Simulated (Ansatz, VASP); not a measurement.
## KP2: VASP beside Ansatz

```
K P
1.0
     3.81145    0.00000    0.00000
    -1.90573    3.30081    0.00000
     0.00000    0.00000    5.52064
K P
1 2
Cartesian
  0.0000 0.0000 0.0000
  0.0000 2.2005 3.1540
  1.9057 1.1003 2.3666
```

Alike in both runs: functional PBE; dispersion D3(BJ); k mesh 12 × 12 × 8; occupations gaussian, width 0.1 eV; no spin polarisation.

Ansatz relaxed the structure, and its values are those at the end. VASP's run is a single point on that final structure, the one shown.

```csv
,VASP,Ansatz
version,VASP 6.6.1,Ansatz 0.2.0
potentials or method,"VASP PAW PBE potentials, release 64 (K_sv, P), cutoff 520 eV","scalar-relativistic, plane waves, PAW"
valence electrons in the cell,19,19
```

Ansatz gave:

```
gap on the k mesh at the Fermi level (eV) : none
pressure (GPa)                            : 0.0
rms of the force components (eV/Å)        : 0.001
```

Which values does VASP return?

gap on the k mesh at the Fermi level (eV): none; pressure (GPa): 0.0; rms of the force components (eV/Å): 0.008.

A gap of «none» marks a metal or a gap that the smearing closes.
